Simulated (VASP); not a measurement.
BaHfO3, 40 atoms in the cell. The structure is cubic, space group Pm-3m (No. 221). The conventional cell has a = 4.158 Å, b = 4.158 Å, c = 4.158 Å, α = 90.00°, β = 90.00°, γ = 90.00°. Ba (site symmetry m-3m) has 12 O at 2.94 Å and 8 Hf at 3.60 Å within 3.9 Å. Within 2.8 Å of Hf (site symmetry m-3m) lie 6 O at 2.08 Å. O (site symmetry 4/mmm) has 2 Hf at 2.08 Å within 2.8 Å. 

- Program: VASP 6.6.1
- Task: single point
- Functional: PBEsol
- Potentials or basis: VASP PAW PBE potentials, release 64 (Ba_sv, Hf_pv, O)
- Cutoff: 520 eV
- k mesh: 1 × 1 × 1, shifted
- Occupations: fermi-dirac, width 0.05 eV
- Spin: no spin polarisation
- Dipole correction: no
- Further INCAR settings: LREAL = Auto; ALGO = Normal; EDIFF = 1e-07; NBANDS = 178; ISYM = 0

Potentials or basis: VASP PAW PBE potentials, release 64 (Ba_sv, Hf_pv, O).

The run is started by

```console
$ cat potpaw_PBE.64/Ba_sv/POTCAR potpaw_PBE.64/Hf_pv/POTCAR potpaw_PBE.64/O/POTCAR > POTCAR
$ mpirun -np 1 vasp_std > vasp.out
```

Hardware: 1 thread of Intel(R) Xeon(R) Platinum 8375C CPU @ 2.90GHz (Ice Lake), with other jobs on the host.

Task: Estimate the wall time of this run.

Result: Wall time 14 min on 1 thread of Intel(R) Xeon(R) Platinum 8375C CPU @ 2.90GHz (Ice Lake), with other jobs on the host, peak memory 0.72 GiB. Counts: scf iterations 18, k points 4.
